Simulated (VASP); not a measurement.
Here is a VASP 6.6.1 calculation.

Contents of INCAR:

```
ALGO = Normal ; EDIFF = 1E-6
ENCUT = 520 ; GGA = CA
ISIF = 2 ; ISMEAR = 0
LASPH = T ; LCHARG = F
LREAL = F ; LWAVE = F
NBANDS = 28 ; NELM = 60
PREC = Accurate ; SIGMA = 0.01
```

KPOINTS

```
k-points
0
Gamma
  6 4 6
```

POSCAR

```
SnO
1.0
    3.3991548656      0.0000000000      0.0000000000
    0.0000000000      5.7487718259      0.0000000000
    0.0000000000      0.0000000000      4.2775286081
Sn O
2 2
Direct
    0.0000000000      0.2319090000      0.5131440000
    0.5000000000      0.7680910000      0.0131440000
    0.0000000000      0.8912500000      0.7368570000
    0.5000000000      0.1087500000      0.2368570000
```

Potentials or basis: VASP PAW LDA potentials, release 64 (Sn_d, O).

Command:

```bash
$ cat potpaw_LDA.64/Sn_d/POTCAR potpaw_LDA.64/O/POTCAR > POTCAR
$ mpirun -np 1 vasp_std > vasp.out
```

Q: What does it give for the pressure?

A: -7.6 GPa.

Q: Predict the band gap on the k mesh.

A: 1.64 eV (least direct gap 2.40 eV).

Q: Estimate the largest force.

A: 1.139 eV/Å.

Stress tensor (GPa, compression positive):
```
-8.81  0.00  0.00
 0.00 -7.40  0.00
 0.00  0.00 -6.53
```

Caveat: the cell stands under tension; spin-orbit coupling is left out, which moves the levels of the heavy elements; forces of over 1 eV/Å act on the atoms, so gaps and moduli don't describe the material at rest. A k mesh can miss the band edges.
